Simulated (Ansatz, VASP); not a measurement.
LiH in VASP and in Ansatz

```xyz
2
Lattice="0.0000 2.0393 2.0393 2.0393 0.0000 2.0393 2.0393 2.0393 0.0000" Properties=species:S:1:pos:R:3 pbc="T T T"
Li    0.0000    0.0000    0.0000
H     2.0393    2.0393    2.0393
```

Alike in both runs: task single point; functional PBE; k mesh 14 × 14 × 14; occupations gaussian, width 0.05 eV; no spin polarisation.

|  | VASP | Ansatz |
| --- | --- | --- |
| version | VASP 6.6.1 | Ansatz 0.2.0 |
| potentials or method | VASP PAW PBE potentials, release 64 (Li_sv, H), cutoff 520 eV | scalar-relativistic, plane waves, PAW |
| valence electrons in the cell | 4 | 4 |

```csv
,VASP,Ansatz,Ansatz less VASP
gap on the k mesh at the Fermi level (eV),3.01,3.02,+0.007
least direct gap on the mesh (eV),3.01,3.02,+0.007
```

Noted on VASP's run: the cutoff is under 1.25 times that of the potentials, so the pressure is a little rough.
